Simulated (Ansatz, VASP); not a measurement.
**Na in VASP and in Ansatz**

```
Na
1.0
     3.71609    0.00000    0.00000
    -1.85804    3.21823    0.00000
     0.00000    0.00000    6.07083
Na
2
Direct
  0.66667 0.33333 0.75000
  0.33333 0.66667 0.25000
```

Change from the starting cell: volume scaled by 0.96.

Alike in both runs: task single point; functional PBE; k mesh 8 × 8 × 5; occupations fermi-dirac, width 0.05 eV; no spin polarisation.

```csv
,VASP,Ansatz
version,VASP 6.6.1,Ansatz 0.2.0
potentials or method,"VASP PAW PBE potentials, release 64 (Na_pv), cutoff 520 eV","all-electron LAPW, scalar-relativistic"
```

|  | VASP | Ansatz | Ansatz less VASP |
| --- | --- | --- | --- |
| gap on the k mesh at the Fermi level (eV) | none | none | - |
| pressure (GPa) | 0.2 | 0.2 | -0.01 |
| traceless stress, the component that is largest in VASP (GPa) | -0.17 | -0.17 | 0.000 |

A gap of «none» marks a metal or a gap that the smearing closes. Ansatz ran all-electron here, and VASP with PAW potentials.
